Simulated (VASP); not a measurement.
Here is a VASP 6.6.1 calculation.

The input INCAR:

```
PREC = Accurate
ENCUT = 520
EDIFF = 1E-6
ISMEAR = -1
SIGMA = 0.05
LREAL = False
LASPH = True
NELM = 80
ALGO = Fast
ISIF = 2
LWAVE = False
LCHARG = True
GGA = CA
LELF = True
LVHAR = True
NBANDS = 13
```

Contents of KPOINTS:

```
Automatic mesh
0
Gamma
  10 10 10
```

The input POSCAR:

```
Sn
1.0
   -1.9149542616      1.9145690736      1.7638114823
    1.9150471174     -1.9153982054      1.7623523235
    1.8837514755      1.8844475566     -1.7628834917
Sn
1
Direct
    0.0000000000      0.0000000000      0.0000000000
```

Potentials or basis: VASP PAW LDA potentials, release 64 (Sn_d).

Launch:

```console
$ cat potpaw_LDA.64/Sn_d/POTCAR > POTCAR
$ mpirun -np 1 vasp_std > vasp.out
```

Question: What does it give for the pressure?

Answer: 0.0 GPa.

Question: Estimate the band gap on the k mesh.

Answer: Zero (bands 7 and 8 overlap by 10.36 eV).

Caveat: spin-orbit coupling is left out, which moves the levels of the heavy elements.
